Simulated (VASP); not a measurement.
Set up this calculation in VASP 6.6.1, as the native input.

- Task: single point
- Functional: r2SCAN
- Potentials or basis: VASP PAW PBE potentials, release 64 (Mg)
- Cutoff: 660 eV
- k mesh: 21 × 21 × 12
- Occupations: methfessel-paxton, width 0.1 eV
- Spin: no spin polarisation
- Dipole correction: no
- Further INCAR settings: ALGO = Normal; EDIFF = 1e-06; NBANDS = 9

Crystal: Mg.

```
CELL_PARAMETERS angstrom
3.18134 0.00000 0.00000
-1.59067 2.75512 0.00000
0.00000 0.00000 5.14826
ATOMIC_POSITIONS crystal
Mg 0.33333 0.66667 0.25000
Mg 0.66667 0.33333 0.75000
```

The input as run:

POSCAR

```
Mg
1.0
    3.1813358610      0.0000000000      0.0000000000
   -1.5906679305      2.7551176736      0.0000000000
    0.0000000000      0.0000000000      5.1482630975
Mg
2
Direct
    0.3333333333      0.6666666667      0.2500000000
    0.6666666667      0.3333333333      0.7500000000
```

INCAR.step1

```
ALGO = Normal
EDIFF = 1E-5
ENCUT = 660
GGA = PE
GGA_COMPAT = False
ISMEAR = 1
LASPH = True
LCHARG = False
LREAL = False
LWAVE = True
NBANDS = 9
NELM = 120
PREC = Accurate
SIGMA = 0.1
```

INCAR.step2

```
ALGO = Normal
EDIFF = 1E-6
ENCUT = 660
GGA_COMPAT = False
ISIF = 2
ISMEAR = 1
ISTART = 1
LASPH = True
LCHARG = False
LMIXTAU = True
LREAL = False
LWAVE = False
METAGGA = R2SCAN
NBANDS = 9
NELM = 120
PREC = Accurate
SIGMA = 0.1
```

KPOINTS

```
k-points
0
Gamma
  21 21 12
```

Potentials or basis: VASP PAW PBE potentials, release 64 (Mg).

Launch:

```sh
$ cat potpaw_PBE.64/Mg/POTCAR > POTCAR
$ cp INCAR.step1 INCAR
$ mpirun -np 1 vasp_std > vasp.out
$ cp INCAR.step2 INCAR
$ mpirun -np 1 vasp_std > vasp.out
```

It gave:

```yaml
Pressure: -0.3 GPa
Band_gap_on_the_k_mesh: zero (band 2 reaches 3.89 eV, above the bottom of band 3 at 1.57 eV)
```

Caveat: the PAW data sets were made with another functional, which shifts forces and pressure a little.

It took 16 min on 1 thread of Intel Xeon 8259CL (shared host), peak memory 0.34 GiB.
